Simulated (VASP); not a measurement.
# CO2 in VASP: a series of runs

Runs on CO2. Level: PBE+D3(BJ). Tasks: single point.

All numbers are computed with VASP 6.6.1; they aren't measurements. Logs are shortened: lines on timing, memory, paths and dates and some standing lists are left out, and cuts for length are marked.

## (1) The cell of the first run

The cell holds a disordered packing, 30 atoms: a = 8.406 Å, b = 8.406 Å, c = 8.406 Å, α = 90.00°, β = 90.00°, γ = 90.00°.

## (2) Single point, PBE+D3(BJ)

Input file INCAR:

```
ALGO = Normal ; EDIFF = 1E-6
ENCUT = 1000 ; GGA = PE
GGA_COMPAT = False ; ISIF = 2
ISMEAR = -1 ; IVDW = 12
LASPH = True ; LCHARG = True
LELF = True ; LREAL = Auto
LVHAR = True ; LWAVE = False
NBANDS = 101 ; NELM = 120
PREC = Accurate ; SIGMA = 0.05
```

Input file KPOINTS:

```
k-points
0
Gamma
  1 1 1
```

Input file POSCAR:

```
CO2
1.0
    8.4061180000      0.0000000000      0.0000000000
    0.0000000000      8.4061180000      0.0000000000
    0.0000000000      0.0000000000      8.4061180000
C O
10 20
Direct
    0.4639953900      0.6686796450      0.3931422328
    0.7066638846      0.3344706796      0.6205837225
   -0.0534253742      0.5818381327      0.3746438011
    0.3899540787      0.9120500093      1.0341872431
    0.5413081282      0.3008998922      0.0801440094
    0.1087541241      0.9065778044      0.5532161219
    0.2348765506      0.3482225684      0.6198580605
    0.8322628828      0.9501770020      0.8900779171
    1.0579080617      0.5570228731      0.9093376990
    0.5342180540      1.0253841309      0.3918336621
    0.3793546557      0.6437573206      0.2886944961
    0.5573678599      0.6948748519      0.4994457608
    0.6594006889      0.3022322551      0.7527136783
    0.7499418876      0.3620696260      0.4857652486
    0.0183080942      0.5328143145      0.4908448823
   -0.1243737002      0.6121612854      0.2595966414
    0.2758942951      0.9113957239      1.1050641925
    0.5135545325      0.9029613907      0.9770383904
    0.4058829533      0.3194815966      0.0589451635
    0.6776730948      0.2906811444      0.1220182729
    0.1687223520      0.8720196409      0.6757935113
    0.0572797098      0.9286450654      0.4219545812
    0.1343307339      0.2574196555      0.6517871864
    0.3406328581      0.4254401378      0.5688119058
    0.8918623317      0.9082194659      1.0064931280
    0.7815736110      0.9829507509      0.7636699842
    1.1854580200      0.5480175272      0.9604671264
    0.9254688074      0.5555120687      0.8678679029
    0.6334553001      1.0101928143      0.2969146995
    0.4320543680      1.0226956129      0.4902976618
```

Potentials or basis: VASP PAW PBE potentials, release 64 (C_h, O_h).

Run with:

```
$ cat potpaw_PBE.64/C_h/POTCAR potpaw_PBE.64/O_h/POTCAR > POTCAR
$ mpirun -np 1 vasp_gam > vasp.out
```

OUTCAR:

```text
EDIFF = 1E-6
   ENCUT = 1000
   GGA = PE
   ISIF = 2
   ISMEAR = -1
   IVDW = 12
   LASPH = True
   LREAL = Auto
   NELM = 120
   PREC = Accurate
 IVDW          = 12

 ion  position               nearest neighbor table
   1  0.464  0.669  0.393-  11 1.15  12 1.21
   2  0.707  0.334  0.621-  13 1.21  14 1.21
   3  0.947  0.582  0.375-  16 1.16  15 1.22
   4  0.390  0.912  0.034-  17 1.13  18 1.15
   5  0.541  0.301  0.080-  19 1.16  20 1.20
   6  0.109  0.907  0.553-  21 1.18  22 1.20
   7  0.235  0.348  0.620-  23 1.17  24 1.18
   8  0.832  0.950  0.890-  25 1.15  26 1.18
   9  0.058  0.557  0.909-  27 1.16  28 1.17
  10  0.534  0.025  0.392-  29 1.16  30 1.19
  11  0.379  0.644  0.289-   1 1.15
  12  0.557  0.695  0.499-   1 1.21
  13  0.659  0.302  0.753-   2 1.21
  14  0.750  0.362  0.486-   2 1.21
  15  0.018  0.533  0.491-   3 1.22
  16  0.876  0.612  0.260-   3 1.16
[... 12 lines left out ...]
  29  0.633  0.010  0.297-  10 1.16
  30  0.432  0.023  0.490-  10 1.19

  LATTYP: Found a simple cubic cell.
 ALAT       =     8.4061180000

  Lattice vectors:

 A1 = (   8.4061180000,   0.0000000000,   0.0000000000)
 A2 = (   0.0000000000,   8.4061180000,   0.0000000000)
 A3 = (   0.0000000000,   0.0000000000,   8.4061180000)

Analysis of symmetry for initial positions (statically):
=====================================================================
 Subroutine PRICEL returns:
 Original cell was already a primitive cell.

 Routine SETGRP: Setting up the symmetry group for a
 simple cubic supercell.

 Subroutine GETGRP returns: Found  1 space group operations
 (whereof  1 operations were pure point group operations)
 out of a pool of 48 trial point group operations.

The static configuration has the point symmetry C_1 .

Analysis of symmetry for dynamics (positions and initial velocities):
=====================================================================
 Subroutine PRICEL returns:
 Original cell was already a primitive cell.

 Routine SETGRP: Setting up the symmetry group for a
 simple cubic supercell.

 Subroutine GETGRP returns: Found  1 space group operations
 (whereof  1 operations were pure point group operations)
 out of a pool of 48 trial point group operations.

The dynamic configuration has the point symmetry C_1 .

 Subroutine INISYM returns: Found  1 space group operations
[... 130 lines left out ...]
   LREAL  =      T    real-space projection
   EDIFFG = 0.1E-04   stopping-criterion for IOM
   NSW    =      0    number of steps for IOM
   IBRION =     -1    ionic relax: 0-MD 1-quasi-New 2-CG
   NFREE  =      0    steps in history (QN), initial steepest desc. (CG)
   ISIF   =      2    stress and relaxation
   ISYM   =      2    0-nonsym 1-usesym 2-fastsym
   POTIM  = 0.5000    time-step for ionic-motion
   TEBEG  =    0.0;   TEEND  =   0.0 temperature during run
   PSTRESS=    0.0 pullay stress
   NELECT =     160.0000    total number of electrons
   NUPDOWN=      -1.0000    fix difference up-down
   EMIN   =  10.00;   EMAX   =-10.00  energy-range for DOS
   EFERMI =   0.00;   METHOD = LEGACY
   ISMEAR =    -1;   SIGMA  =   0.05  broadening in eV -4-tet -1-fermi 0-gaus
   EFERMI_NEDOS =   21; number of points for ismear=-14 and -15
   IALGO  =     38    algorithm
   IMIX   =      4    mixing-type and parameters
     AMIX     =   0.40;   BMIX     =  1.00
     AMIX_MAG =   1.60;   BMIX_MAG =  1.00
  volume/ion in A,a.u.               =      19.80       133.62
  Fermi-wavevector in a.u.,A,eV,Ry     =   1.057270  1.997951 15.208869  1.117820
  Thomas-Fermi vector in A             =   2.192537
   LORBIT       =      0    0 simple, 1 ext, 2 COOP (PROOUT), +10 PAW based schemes
   GGA     = PE    functional components
   LHFCALC =     F    Hartree Fock is set to
   AEXX    =    0.0000 exact exchange contribution
   IVDW    =    12    specifies the selected vdW correction
   LEPSILON=     F    determine dielectric tensor
   LRPA    =     F    only Hartree local field effects (RPA)
 non-spin polarized calculation
  energy-cutoff  :     1000.00
  volume of cell :      594.00
 maximum number of plane-waves:     21346
 NGX is ok and might be reduce to    90
   NGX = 43   NGY = 43   NGZ = 43

 number of electron     159.9999999 magnetization

 Free energy of the ion-electron system (eV)
  ---------------------------------------------------
  ext. energy  EPLUGINS =         0.00000000
  ---------------------------------------------------
  free energy    TOTEN  =      -231.27897142 eV

  energy without entropy =     -231.27897142  energy(sigma->0) =     -231.27897142

 E-fermi :  -3.2100     XC(G=0):  -6.5504

 val. band max:       -4.4462090420   @ k =   0.0000   0.0000   0.0000
 cond. band min:       1.5774164186   @ k =   0.0000   0.0000   0.0000
 fundamental gap:      6.0236254607
 Fermi energy:        -3.2100045334

 k-point     1 :       0.0000    0.0000    0.0000
  band No.  band energies     occupation
      1     -25.3581      2.00000
      2     -25.2278      2.00000
      3     -25.1722      2.00000
      4     -25.1041      2.00000
      5     -24.9608      2.00000
      6     -24.8579      2.00000
[... 84 lines left out ...]
     91       3.3698      0.00000
     92       3.4010      0.00000
 [bands above 92 left out]

------------------------ aborting loop because EDIFF is reached ----------------------------------------

 Edisp (eV)   -1.51939

 E8    (eV) :    -0.3845

  FORCE on cell =-STRESS in cart. coord.  units (eV):
  Direction    XX          YY          ZZ          XY          YZ          ZX
  --------------------------------------------------------------------------------------
  -------------------------------------------------------------------------------------
  Total       2.52439     0.52290   -12.83065    -0.28083     2.71641    -3.91177
  in kB       6.80895     1.41039   -34.60771    -0.75749     7.32688   -10.55110
  external pressure =       -8.80 kB  Pullay stress =        0.00 kB

 VOLUME and BASIS-vectors are now :
 -----------------------------------------------------------------------------
  energy-cutoff  :     1000.00
  volume of cell :      594.00
      direct lattice vectors                 reciprocal lattice vectors
     8.406118000  0.000000000  0.000000000     0.118960976  0.000000000  0.000000000
     0.000000000  8.406118000  0.000000000     0.000000000  0.118960976  0.000000000
     0.000000000  0.000000000  8.406118000     0.000000000  0.000000000  0.118960976

 POSITION                                       TOTAL-FORCE (eV/Angst)
 -----------------------------------------------------------------------------------
      3.90040      5.62100      3.30480         3.463177      0.703359      3.644789
      5.94030      2.81160      5.21670        -0.311345     -0.259884      0.024747
      7.95702      4.89100      3.14930         1.746265     -1.997300      2.658007
      3.27800      7.66680      0.28738         1.832153     -0.492084     -0.536381
      4.55030      2.52940      0.67370         3.234310      0.291143      1.790179
      0.91420      7.62080      4.65040         0.028502     -0.460622     -1.584717
[... 22 lines left out ...]
      5.32490      0.08568      2.49590         0.410063      0.277038     -0.366614
      3.63190      0.19078      4.12150         1.236400      0.696954     -1.257754
 -----------------------------------------------------------------------------------
    total drift:                                0.002902      0.000207     -0.003779

  FREE ENERGIE OF THE ION-ELECTRON SYSTEM (eV)
  ---------------------------------------------------
  free  energy   TOTEN  =      -232.7983639765 eV

  energy  without entropy=     -232.7983639765  energy(sigma->0) =     -232.79836398
```

stdout:

```text
POSCAR found type information on POSCAR C O
 POSCAR found :  2 types and      30 ions
 scaLAPACK will be used
 LDA part: xc-table for (Slater+PW92), standard interpolation
 POSCAR, INCAR and KPOINTS ok, starting setup
 FFT: planning ... GRIDC
 FFT: planning ... GRID_SOFT
 FFT: planning ... GRID
 WAVECAR not read
 entering main loop
```

Run time: 5.1 min. Hardware: 1 thread of Intel Xeon Platinum 8259CL at 2.50GHz (Skylake/Cascade Lake), shared host; peak memory 1.2 GiB.

What came out:

* Free energy: -232.7984 eV
* Pressure: -0.9 GPa
* Largest force: 5.077 eV/Å
* Dispersion energy per atom: -0.051 eV

Forces in eV/Å, atoms in the order of the input:
```
C    3.463  0.703  3.645
C   -0.311 -0.260  0.025
C    1.746 -1.997  2.658
C    1.832 -0.492 -0.536
C    3.234  0.291  1.790
C    0.029 -0.461 -1.585
C    0.914 -0.384 -1.366
C   -0.241 -0.042 -1.946
C   -1.150 -0.395  0.286
C   -1.619 -0.846  1.822
O   -1.206 -0.338 -1.317
O   -2.078 -0.573 -2.286
O    1.270  1.025 -3.499
O   -1.362 -0.923  3.575
O   -1.666  2.048 -3.003
O    0.086  0.391  0.118
O   -4.291  0.426  2.036
O    2.265  0.101 -1.678
O   -0.600 -0.322 -0.577
O   -2.465  0.094 -1.310
O   -0.817  0.543 -0.869
O    0.704 -0.130  2.590
O   -0.015  0.355  0.604
O   -0.777 -0.298  0.928
O    0.377 -0.130  1.404
O    0.040  0.099  0.454
O    1.334  0.267  0.140
O   -0.344  0.273 -0.479
O    0.410  0.277 -0.367
O    1.236  0.697 -1.258
```

Caveat: the k points lie up to 0.75 Å⁻¹ apart; the atoms stand as in a frame of molecular dynamics.

## (3) Single point, PBE+D3(BJ)

Input file INCAR:

```
SYSTEM = CO2
PREC = Accurate
ENCUT = 1000
EDIFF = 1E-6
ISMEAR = -1
SIGMA = 0.05
LREAL = Auto
LASPH = .True.
NELM = 120
ALGO = Normal
ISIF = 2
LWAVE = .False.
LCHARG = .False.
GGA = PE
IVDW = 12
NBANDS = 101
GGA_COMPAT = .False.
```

Input file KPOINTS:

```
regular mesh
0
Gamma
  1 1 1
  0 0 0
```

Input file POSCAR:

```
CO2
1.0
    8.4061180000      0.0000000000      0.0000000000
    0.0000000000      8.4061180000      0.0000000000
    0.0000000000      0.0000000000      8.4061180000
C O
10 20
Direct
    0.5209752535      0.6198164456      0.4216665186
    0.7504477996      0.3089559894      0.5868984753
   -0.0278438737      0.6072211117      0.3459118759
    0.3278008180      0.9789767645      0.9907229880
    0.5692668714      0.3180538251      0.1241272173
    0.0918395619      0.8998293738      0.5878494546
    0.2349484602      0.3220215086      0.6680208618
    0.7450139289      0.9647076983      0.8344880990
    0.9640570095      0.5616974865      0.9095574910
    0.5192830697      1.0078564961      0.4122442897
    0.4370240310      0.6024049546      0.3121188368
    0.6044615762      0.6382252037      0.5315593868
    0.7491704918      0.3099094894      0.7256577979
    0.7511441902      0.3077555592      0.4475040436
    0.0576762078      0.5640554733      0.4472424366
   -0.1139166109      0.6505307405      0.2458740211
    0.2704463792      0.9077459634      1.0954520895
    0.3856933610      1.0500144822      0.8858026203
    0.4543946953      0.2579592790      0.1752894589
    0.6837370521      0.3784455045      0.0739125907
    0.1282580233      0.8571704828      0.7153680065
    0.0554476757      0.9407775922      0.4600717097
    0.1181605760      0.2463891005      0.6679588152
    0.3511219242      0.3984946937      0.6682934894
    0.7422534635      0.9807879289      0.9724088695
    0.7480078686      0.9492564852      0.6959904510
    1.0699823462      0.4876062310      0.9614417885
    0.8592834862      0.6355684346      0.8559062081
    0.6120735029      0.9561383220      0.3226904391
    0.4262074605      1.0581007799      0.5029351695
```

Potentials or basis: VASP PAW PBE potentials, release 64 (C_h, O_h).

Run with:

```
$ cat potpaw_PBE.64/C_h/POTCAR potpaw_PBE.64/O_h/POTCAR > POTCAR
$ mpirun -np 1 vasp_gam > vasp.out
```

It took 3.6 min on 1 thread of Intel Xeon Platinum 8559C (Emerald Rapids), shared host; peak memory 1.2 GiB.

It converged, with:

```yaml
Free_energy: -234.2345 eV
Pressure: 0.1 GPa
Largest_force: 0.052 eV/Å
Dispersion_energy_per_atom: -0.051 eV
```

Forces on the atoms (eV/Å):
```
C    0.010  0.007  0.017
C   -0.002 -0.006 -0.041
C   -0.006 -0.004  0.011
C   -0.008 -0.015  0.016
C    0.021  0.013 -0.013
C    0.000 -0.002 -0.014
C    0.026  0.015  0.001
C    0.003  0.006 -0.005
C    0.015 -0.004  0.001
C   -0.030  0.009  0.027
O   -0.028 -0.009 -0.016
O    0.022 -0.002  0.016
O    0.010  0.007  0.051
O   -0.011 -0.009  0.002
O   -0.012 -0.003  0.004
O   -0.009 -0.001 -0.012
O   -0.013 -0.001  0.002
O    0.016  0.009 -0.024
O   -0.021 -0.011  0.009
O   -0.006  0.005  0.006
O    0.005  0.001  0.000
O    0.001 -0.005 -0.006
O   -0.017 -0.020 -0.003
O    0.009  0.002 -0.004
O    0.010  0.006  0.023
O   -0.001  0.006 -0.012
O    0.009  0.000 -0.001
O   -0.010  0.023 -0.004
O    0.017 -0.021 -0.030
O    0.001  0.003  0.000
```

Stress tensor (GPa, compression positive):
```
-0.14  0.08  0.04
 0.08  0.24  0.11
 0.04  0.11  0.14
```

Levels at points of the mesh, in eV from the Fermi level:
```
           k point  band 78  band 79  band 80  band 81  band 82  band 83
(0.00, 0.00, 0.00)    -1.30    -1.28    -1.22     5.30     6.68     6.76
```

Caveat: the k points lie up to 0.75 Å⁻¹ apart.
